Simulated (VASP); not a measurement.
The system is Hg.

```
CELL_PARAMETERS angstrom
0.00000 2.24702 2.24702
2.24702 0.00000 2.24702
2.24702 2.24702 0.00000
ATOMIC_POSITIONS crystal
Hg 0.00000 0.00000 0.00000
```

| Quantity | Value |
| --- | --- |
| Program | VASP 6.6.1 |
| Task | relaxation of cell and atoms |
| Functional | LDA |
| Potentials or basis | VASP PAW LDA potentials, release 64 (Hg_sv_GW) |
| Cutoff | 550 eV |
| k mesh | 16 × 16 × 16 |
| Occupations | fermi-dirac, width 0.05 eV |
| Spin | no spin polarisation |

At the start: pressure -1.7 GPa; volume 22.69 Å³/atom.

Task: Where does the relaxation end?

Result: Over 3 steps the energy falls by 4.2 meV/atom and the volume is 21.95 Å³/atom (-3.3 %); space group Fm-3m (No. 225, to 0.1 Å) before and after.

Step by step:
| step | energy change (eV) | largest force (eV/Å) | pressure (GPa) | volume (Å³) |
| --- | --- | --- | --- | --- |
| 1 | 0.0000 | 0.0000 | -1.75 | 22.69 |
| 2 | -0.0041 | 0.0000 | 0.18 | 21.89 |
| 3 | -0.0042 | 0.0000 | -0.01 | 21.95 |

Final structure:
```cif
data_structure
_symmetry_space_group_name_H-M 'P 1'
_symmetry_Int_Tables_number 1
_cell_length_a 3.1429
_cell_length_b 3.1429
_cell_length_c 3.1429
_cell_angle_alpha 60.000
_cell_angle_beta 60.000
_cell_angle_gamma 60.000
_cell_volume 21.95
loop_
_atom_site_label
_atom_site_type_symbol
_atom_site_fract_x
_atom_site_fract_y
_atom_site_fract_z
_atom_site_occupancy
Hg1 Hg 0.00000 0.00000 0.00000 1
```
